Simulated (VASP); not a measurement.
Be: relaxation of cell and atoms with LDA

Crystal: Be.

```
CELL_PARAMETERS angstrom
2.22805 0.00000 0.00000
-1.11403 1.92955 0.00000
0.00000 0.00000 3.51249
ATOMIC_POSITIONS crystal
Be 0.33333 0.66667 0.25000
Be 0.66667 0.33333 0.75000
```

| Item | Value |
| --- | --- |
| Program | VASP 6.6.1 |
| Task | relaxation of cell and atoms |
| Functional | LDA |
| Potentials or basis | VASP PAW LDA potentials, release 64 (Be) |
| Cutoff | 600 eV |
| k mesh | 24 × 24 × 14 |
| Occupations | fermi-dirac, width 0.08 eV |
| Spin | no spin polarisation |
| Target pressure | 7 GPa |
| Dipole correction | no |
| Further INCAR settings | ALGO = Normal; EDIFF = 1e-07; IBRION = 2; EDIFFG = -0.002; NSW = 100; ISIF = 3 |

```yaml
Relaxed_volume: 7.21 Å³/atom
Relaxed_cell: a = 2.193 Å, b = 2.193 Å, c = 3.464 Å, α = 90.00°, β = 90.00°, γ = 120.00°
Space_group_after_relaxing_to_0.1_Å: P6_3/mmc (No. 194)
Energy_change_on_relaxing_the_run_minimises_the_enthalpy: +7.6 meV/atom
Ionic_steps: 5
Pressure_after_relaxing: 7.0 GPa
Band_gap_on_the_k_mesh: zero (bands 2 and 3 overlap by 2.12 eV)
```

Step by step:
```csv
step,energy change (eV),largest force (eV/Å),pressure (GPa),volume (Å³)
1,0.0000,0.0000,0.44,15.10
2,0.0148,0.0000,6.89,14.44
3,0.0152,0.0000,7.00,14.42
4,0.0153,0.0000,7.00,14.42
5,0.0153,0.0000,7.00,14.42
```

Final structure:
```cif
data_structure
_symmetry_space_group_name_H-M 'P 1'
_symmetry_Int_Tables_number 1
_cell_length_a 2.1926
_cell_length_b 2.1926
_cell_length_c 3.4641
_cell_angle_alpha 90.000
_cell_angle_beta 90.000
_cell_angle_gamma 120.000
_cell_volume 14.42
loop_
_atom_site_label
_atom_site_type_symbol
_atom_site_fract_x
_atom_site_fract_y
_atom_site_fract_z
_atom_site_occupancy
Be1 Be 0.33333 0.66667 0.25000 1
Be2 Be 0.66667 0.33333 0.75000 1
```

Levels at points of the mesh, in eV from the Fermi level:
| k point | band 1 | band 2 | band 3 | band 4 | band 5 | band 6 |
| --- | --- | --- | --- | --- | --- | --- |
| (0.00, 0.00, 0.00) | -11.68 | -4.79 | 1.52 | 17.01 | 17.01 | 20.01 |
| (0.50, 0.00, 0.00) | -5.30 | -3.13 | 3.81 | 6.85 | 7.38 | 10.00 |
| (0.00, 0.00, 0.50) | -9.49 | -9.49 | 11.37 | 11.37 | 18.74 | 18.74 |
| (0.50, 0.00, 0.50) | -3.88 | -3.88 | 2.01 | 2.01 | 12.76 | 12.76 |

Wall time 67 s on 1 thread of Intel Xeon 8259CL, on a shared host, peak memory 0.16 GiB.

Caveat: the cell is relaxed towards a set pressure, so the run minimises the enthalpy, not the energy. Zero-point motion and thermal expansion aren't in these numbers.
